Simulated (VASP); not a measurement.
# CoO (Fm-3m) in VASP: settings compared

Aim: see how the results for CoO move with the level of theory and the settings. Levels: PBE+U, PBE, PBEsol+U, PBEsol. Tasks: band structure, vibrations by perturbation theory, dielectric tensor, elastic constants.

All numbers are computed with VASP 6.6.1; they aren't measurements. Logs are shortened: lines on timing, memory, paths and dates and some standing lists are left out, and cuts for length are marked.

## 1. The cell of the first run

Symmetry: Fm-3m, No. 225, cubic system. The conventional cell has a = 4.263 Å, b = 4.263 Å, c = 4.263 Å, α = 90.00°, β = 90.00°, γ = 90.00°. Co (site symmetry m-3m) has 6 O at 2.13 Å within 2.8 Å. O (site symmetry m-3m) has 6 Co at 2.13 Å within 2.8 Å.

## 2. Band structure, PBE+U, collinear spin, ferromagnetic start

File INCAR:

```
SYSTEM = CoO
  GGA = PE
  ISPIN = 2
  MAGMOM = 2 0
  LORBIT = 11
  LDAU = .TRUE.
  LDAUTYPE = 2
  LDAUL = 2 -1
  LDAUU = 5 0
  LDAUJ = 0 0
  ISMEAR = 2
  SIGMA = 0.1
  LWAVE = .FALSE.
  LCHARG = .FALSE.
  NBANDS = 25
  PREC = Accurate
  LASPH = .TRUE.
  LREAL = .FALSE.
  ALGO = Normal
  EDIFF = 1E-6
  NELM = 200
  GGA_COMPAT = .FALSE.
  ENCUT = 460
  LMAXMIX = 4
  KPAR = 2
```

File KPOINTS:

```
Automatic mesh
0
Gamma
  12 12 12
  0 0 0
```

File KPOINTS_OPT:

```
path GXWKGLUWLK,UX
12
line-mode
reciprocal
 0.0000000000  0.0000000000  0.0000000000  G
 0.5000000000  0.0000000000  0.5000000000  X

 0.5000000000  0.0000000000  0.5000000000  X
 0.5000000000  0.2500000000  0.7500000000  W

 0.5000000000  0.2500000000  0.7500000000  W
 0.3750000000  0.3750000000  0.7500000000  K

 0.3750000000  0.3750000000  0.7500000000  K
 0.0000000000  0.0000000000  0.0000000000  G

 0.0000000000  0.0000000000  0.0000000000  G
 0.5000000000  0.5000000000  0.5000000000  L

 0.5000000000  0.5000000000  0.5000000000  L
 0.6250000000  0.2500000000  0.6250000000  U

 0.6250000000  0.2500000000  0.6250000000  U
 0.5000000000  0.2500000000  0.7500000000  W

 0.5000000000  0.2500000000  0.7500000000  W
 0.5000000000  0.5000000000  0.5000000000  L

 0.5000000000  0.5000000000  0.5000000000  L
 0.3750000000  0.3750000000  0.7500000000  K

 0.6250000000  0.2500000000  0.6250000000  U
 0.5000000000  0.0000000000  0.5000000000  X
```

File POSCAR:

```
CoO
1.0
    0.0000000000      2.1315000000      2.1315000000
    2.1315000000      0.0000000000      2.1315000000
    2.1315000000      2.1315000000      0.0000000000
Co O
1 1
Direct
    0.0000000000      0.0000000000      0.0000000000
    0.5000000000      0.5000000000      0.5000000000
```

Potentials or basis: VASP PAW PBE potentials, release 64 (Co, O).

Run with:

```bash
> cat potpaw_PBE.64/Co/POTCAR potpaw_PBE.64/O/POTCAR > POTCAR
> mpirun -np 2 vasp_std > vasp.out
```

OUTCAR:

```text
SYSTEM = CoO
   GGA = PE
   ISPIN = 2
   LORBIT = 11
   ISMEAR = 2
   PREC = Accurate
   LASPH = .TRUE.
   LREAL = .FALSE.
   EDIFF = 1E-6
   NELM = 200
   ENCUT = 460

 Found     72 irreducible k-points:

 Following reciprocal coordinates:
            Coordinates               Weight
  0.000000  0.000000  0.000000      1.000000
  0.083333  0.000000  0.000000      8.000000
  0.166667  0.000000  0.000000      8.000000
  0.250000  0.000000  0.000000      8.000000
  0.333333  0.000000  0.000000      8.000000
  0.416667  0.000000  0.000000      8.000000
   k-points           NKPTS =     72   k-points in BZ     NKDIM =     72   number of bands    NBANDS=     25
   number of dos      NEDOS =    301   number of ions     NIONS =      2
   total plane-waves  NPLWV =  13824
   dimension x,y,z NGX =    24 NGY =   24 NGZ =   24
   dimension x,y,z NGXF=    48 NGYF=   48 NGZF=   48
   ions per type =               1   1
   NGX,Y,Z   is equivalent  to a cutoff of  13.24, 13.24, 13.24 a.u.
   NGXF,Y,Z  is equivalent  to a cutoff of  26.47, 26.47, 26.47 a.u.
 SYSTEM =  CoO
   PREC   = accura    normal or accurate (medium, high low for compatibility)
   ISTART =      0    job   : 0-new  1-cont  2-samecut
   ICHARG =      2    charge: 1-file 2-atom 10-const
   ISPIN  =      2    spin polarized calculation?
   LNONCOLLINEAR =      F non collinear calculations
   LSORBIT =      F    spin-orbit coupling
   LASPH  =      T    aspherical Exc in radial PAW
   ENCUT  =  460.0 eV  33.81 Ry    5.81 a.u.   5.27  5.27  5.27*2*pi/ulx,y,z
   NELM   =    200;   NELMIN=  2; NELMDL= -5     # of ELM steps
   EDIFF  = 0.1E-05   stopping-criterion for ELM
   LREAL  =      F    real-space projection
   EDIFFG = 0.1E-04   stopping-criterion for IOM
   NSW    =      0    number of steps for IOM
   IBRION =     -1    ionic relax: 0-MD 1-quasi-New 2-CG
   NFREE  =      0    steps in history (QN), initial steepest desc. (CG)
   ISIF   =      2    stress and relaxation
   ISYM   =      2    0-nonsym 1-usesym 2-fastsym
   POTIM  = 0.5000    time-step for ionic-motion
   TEBEG  =    0.0;   TEEND  =   0.0 temperature during run

   SCALEE = 1.0000    scale energy and forces
   PSTRESS=    0.0 pullay stress
   NELECT =      15.0000    total number of electrons
   NUPDOWN=      -1.0000    fix difference up-down
   EMIN   =  10.00;   EMAX   =-10.00  energy-range for DOS
   EFERMI =   0.00;   METHOD = LEGACY
   ISMEAR =     2;   SIGMA  =   0.10  broadening in eV -4-tet -1-fermi 0-gaus
   EFERMI_NEDOS =   21; number of points for ismear=-14 and -15
   IALGO  =     38    algorithm
   IMIX   =      4    mixing-type and parameters
     AMIX     =   0.40;   BMIX     =  1.00
     AMIX_MAG =   1.60;   BMIX_MAG =  1.00
  volume/ion in A,a.u.               =       9.68        65.35
  Fermi-wavevector in a.u.,A,eV,Ry     =   1.503407  2.841027 30.752334  2.260233
  Thomas-Fermi vector in A             =   2.614521
   LORBIT       =     11    0 simple, 1 ext, 2 COOP (PROOUT), +10 PAW based schemes
 LDA+U is selected, type is set to LDAUTYPE =  2
   angular momentum for each species LDAUL =     2   -1
   U (eV)           for each species LDAUU =   5.0  0.0
   J (eV)           for each species LDAUJ =   0.0  0.0
   GGA     = PE    functional components
   LHFCALC =     F    Hartree Fock is set to
   AEXX    =    0.0000 exact exchange contribution
   IVDW    =     0    specifies the selected vdW correction
   LEPSILON=     F    determine dielectric tensor
   LRPA    =     F    only Hartree local field effects (RPA)

   CSHIFT  =0.1000    complex shift for real part using Kramers Kronig

   OMEGAMAX=  -1.0    maximum frequency
 spin polarized calculation
 Methfessel and Paxton  Order N= 2 SIGMA  =   0.10
  energy-cutoff  :      460.00
  volume of cell :       19.37
 maximum number of plane-waves:       448
 NGX is ok and might be reduce to    24
   NGX = 11   NGY = 11   NGZ = 11

 number of electron      15.0000007 magnetization       3.0000133

 Free energy of the ion-electron system (eV)
  ---------------------------------------------------
  ext. energy  EPLUGINS =         0.00000000
  ---------------------------------------------------
  free energy    TOTEN  =       -10.49414695 eV

  energy without entropy =      -10.49448929  energy(sigma->0) =      -10.49423253

 E-fermi :   7.0720     XC(G=0): -12.3661

 val. band max:        7.0715872557   @ k =   0.4167   0.1667   0.0000
 cond. band min:       7.0738978543   @ k =   0.5000   0.5000   0.0000
 fundamental gap:      0.0023105986
 Fermi energy:         7.0719646966

 spin component 1

 k-point     1 :       0.0000    0.0000    0.0000
  band No.  band energies     occupation
      1     -12.0937      1.00000
      2       1.8220      1.00000
      3       1.8220      1.00000
      4       2.4043      1.00000
      5       2.4044      1.00000
      6       2.4044      1.00000
[... 11 lines left out ...]
     18      30.3713      0.00000
     19      30.3713      0.00000

 k-point     2 :       0.0833    0.0000    0.0000
  band No.  band energies     occupation
      1     -12.0220      1.00000
      2       1.6798      1.00000
      3       1.6798      1.00000
      4       2.2931      1.00000
      5       2.4233      1.00000
      6       2.4233      1.00000
[... 11 lines left out ...]
     18      31.9456      0.00000
     19      31.9456      0.00000

 k-point     3 :       0.1667    0.0000    0.0000
  band No.  band energies     occupation
      1     -11.8170      1.00000
      2       1.3236      1.00000
      3       1.3236      1.00000
      4       1.8525      1.00000
      5       2.5148      1.00000
      6       2.5148      1.00000
[... 11 lines left out ...]
     18      34.0842      0.00000
     19      34.0842      0.00000

 k-point     4 :       0.2500    0.0000    0.0000
  band No.  band energies     occupation
      1     -11.5180      1.00000
      2       0.9132      1.00000
      3       0.9132      1.00000
      4       1.0553      1.00000
      5       2.6653      1.00000
      6       2.6654      1.00000
[... 11 lines left out ...]
     18      35.9563      0.00000
     19      35.9564      0.00000

 k-point     5 :       0.3333    0.0000    0.0000
  band No.  band energies     occupation
      1     -11.1940      1.00000
      2       0.2082      1.00000
      3       0.5636      1.00000
      4       0.5636      1.00000
      5       2.8258      1.00000
      6       2.8259      1.00000
[... 11 lines left out ...]
     18      36.6651      0.00000
     19      36.6651      0.00000

 k-point     6 :       0.4167    0.0000    0.0000
  band No.  band energies     occupation
      1     -10.9371      1.00000
      2      -0.4089      1.00000
      3       0.3346      1.00000
      4       0.3346      1.00000
      5       2.9473      1.00000
      6       2.9473      1.00000
[... 11 lines left out ...]
     18      35.9697      0.00000
     19      35.9697      0.00000

 [... further k-points ...]

 spin component 2

 k-point     1 :       0.0000    0.0000    0.0000
  band No.  band energies     occupation
      1     -11.6901      1.00000
      2       5.4462      1.00000
      3       5.4463      1.00000
      4       5.4463      1.00000
      5       5.9209      1.00000
      6       5.9209      1.00000
[... 11 lines left out ...]
     18      34.9768      0.00000
     19      34.9769      0.00000

 k-point     2 :       0.0833    0.0000    0.0000
  band No.  band energies     occupation
      1     -11.6174      1.00000
      2       4.7117      1.00000
      3       5.2182      1.00000
      4       5.2182      1.00000
      5       6.0722      1.00000
      6       6.0723      1.00000
[... 11 lines left out ...]
     18      35.9711      0.00000
     19      35.9712      0.00000

 k-point     3 :       0.1667    0.0000    0.0000
  band No.  band energies     occupation
      1     -11.4092      1.00000
      2       3.5010      1.00000
      3       4.8080      1.00000
      4       4.8081      1.00000
      5       6.3101      1.00000
      6       6.3102      1.00000
[... 11 lines left out ...]
     18      37.8672      0.00000
     19      37.8673      0.00000

 k-point     4 :       0.2500    0.0000    0.0000
  band No.  band energies     occupation
      1     -11.1052      1.00000
      2       2.2767      1.00000
      3       4.3933      1.00000
      4       4.3934      1.00000
      5       6.5516      1.00000
      6       6.5517      1.00000
[... 11 lines left out ...]
     18      38.9967      0.00000
     19      38.9968      0.00000

 k-point     5 :       0.3333    0.0000    0.0000
  band No.  band energies     occupation
      1     -10.7756      1.00000
      2       1.2393      1.00000
      3       4.0526      1.00000
      4       4.0527      1.00000
      5       6.7709      0.99972
      6       6.7710      0.99971
[... 11 lines left out ...]
     18      38.3055      0.00000
     19      38.3055      0.00000

 k-point     6 :       0.4167    0.0000    0.0000
  band No.  band energies     occupation
      1     -10.5139      1.00000
      2       0.5377      1.00000
      3       3.8321      1.00000
      4       3.8322      1.00000
      5       6.9282      1.01577
      6       6.9283      1.01587
[... 11 lines left out ...]
     18      36.8139      0.00000
     19      36.8140      0.00000

 [... further k-points ...]

 [bands above 19 left out]

------------------------ aborting loop because EDIFF is reached ----------------------------------------

  FORCE on cell =-STRESS in cart. coord.  units (eV):
  Direction    XX          YY          ZZ          XY          YZ          ZX
  --------------------------------------------------------------------------------------
  -------------------------------------------------------------------------------------
  Total       -0.4099880     -0.4099880     -0.4099880      0.0000000      0.0000000     -0.0000000
  in kB      -33.9153014    -33.9153014    -33.9153014      0.0000000      0.0000000     -0.0000000
  external PRESSURE =     -33.9153014 kB  Pullay stress =       0.0000000 kB

 VOLUME and BASIS-vectors are now :
 -----------------------------------------------------------------------------
  energy-cutoff  :      460.00
  volume of cell :       19.37
      direct lattice vectors                 reciprocal lattice vectors
     0.000000000  2.131500000  2.131500000    -0.234576589  0.234576589  0.234576589
     2.131500000  0.000000000  2.131500000     0.234576589 -0.234576589  0.234576589
     2.131500000  2.131500000  0.000000000     0.234576589  0.234576589 -0.234576589

 POSITION                                       TOTAL-FORCE (eV/Angst)
 -----------------------------------------------------------------------------------
      0.00000      0.00000      0.00000         0.000000      0.000000      0.000000
      2.13150      2.13150      2.13150        -0.000000     -0.000000     -0.000000
 -----------------------------------------------------------------------------------
    total drift:                                0.000000     -0.000000     -0.000000

  FREE ENERGIE OF THE ION-ELECTRON SYSTEM (eV)
  ---------------------------------------------------
  free  energy   TOTEN  =       -10.4941469458 eV

  energy  without entropy=      -10.4944892930  energy(sigma->0) =      -10.49423253

 total charge

# of ion       s       p       d       tot
------------------------------------------
    1        0.296   0.361   7.154   7.812
    2        1.560   3.452   0.000   5.012
--------------------------------------------------
tot          1.856   3.813   7.154  12.823

 magnetization (x)

# of ion       s       p       d       tot
------------------------------------------
    1        0.021   0.018   2.735   2.774
    2        0.020   0.212   0.000   0.232
--------------------------------------------------
tot          0.042   0.230   2.735   3.006
```

It took 24 s on 2 MPI ranks of Intel Xeon 6975P-C (Granite Rapids), shared host; peak memory 0.19 GiB.

Results:

| Item | Value |
| --- | --- |
| Free energy | -10.4941 eV |
| Pressure | -3.4 GPa |
| Band gap along the path | zero within the smearing |
| Net moment | 3.00 μB per cell |
| Site moments | Co +2.77; O +0.23 μB |
| Valence electrons inside the program's atomic spheres | Co 7.81; O 5.01 |

Caveat: the cutoff is under 1.25 times the usual one of these potentials, so pressure, stress and relaxed cells hold a basis-set (Pulay) error; the cell stands under tension; a cell with one magnetic atom can't hold antiferromagnetic order, which such compounds often take. The state reached can hang on the start; a lower one may exist.

(Continued in part 2 of 4.)
